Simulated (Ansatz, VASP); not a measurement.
# One calculation of ZnS, two programs

```xyz
2
Lattice="0.0000 2.6402 2.7582 2.6402 0.0000 2.7582 2.6402 2.6402 0.0000" Properties=species:S:1:pos:R:3 pbc="T T T"
Zn    0.0000    0.0000    0.0000
S     1.3201    1.3201    1.3791
```

Change from the starting cell: epitaxial_xy strain -2.0%.

Alike in both runs: task single point; functional PBE; k mesh 8 × 8 × 8; occupations fermi-dirac, width 0.02 eV; no spin polarisation.

|  | VASP | Ansatz |
| --- | --- | --- |
| version | VASP 6.6.1 | Ansatz 0.2.0 |
| potentials or method | VASP PAW PBE potentials, release 64 (Zn, S) | plane waves, PAW |
| plane-wave cutoff (eV) | 520 | 420 |
| valence electrons in the cell | 18 | 18 |

Ansatz gave:

- gap on the k mesh at the Fermi level (eV): 2.16
- pressure (GPa): 3.6
- traceless stress, the component that is largest in VASP (GPa): -1.25

Problem. What did VASP give for the same quantities?

Solution. gap on the k mesh at the Fermi level (eV): 2.17; pressure (GPa): 3.8; traceless stress, the component that is largest in VASP (GPa): -1.24.
